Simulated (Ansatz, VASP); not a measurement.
## Al2O3 in VASP and in Ansatz

```
CELL_PARAMETERS angstrom
4.62746 0.00000 0.00000
0.00000 9.60885 0.00000
0.00000 0.00000 2.99560
ATOMIC_POSITIONS crystal
Al 0.41480 0.33081 0.50000
Al 0.58520 0.66919 0.50000
Al 0.91480 0.16919 0.00000
Al 0.08520 0.83081 0.00000
O 0.73242 0.22254 0.50000
O 0.00000 0.00000 0.00000
O 0.76758 0.72254 0.00000
O 0.23242 0.27746 0.00000
O 0.26758 0.77746 0.50000
O 0.50000 0.50000 0.50000
```

Alike in both runs: task single point; functional PBE; k mesh 6 × 4 × 8; occupations fermi-dirac, width 0.02 eV; no spin polarisation.

```csv
,VASP,Ansatz
version,VASP 6.6.1,Ansatz 0.2.0
potentials or method,"VASP PAW PBE potentials, release 64 (Al, O)","plane waves, PAW"
plane-wave cutoff (eV),520,420
valence electrons in the cell,48,48
```

|  | VASP | Ansatz | Ansatz less VASP |
| --- | --- | --- | --- |
| gap on the k mesh at the Fermi level (eV) | 3.55 | 3.56 | +0.009 |
| pressure (GPa) | 4.2 | 4.3 | +0.02 |
| traceless stress, the component that is largest in VASP (GPa) | 0.54 | 0.35 | -0.190 |
| rms of the force components (eV/Å) | 0.024 | 0.019 | -0.0054 |

Atom by atom the forces differ by 0.010 eV/Å (rms over components). The functional is the same, so the differences come from potentials, cutoffs and numerics.
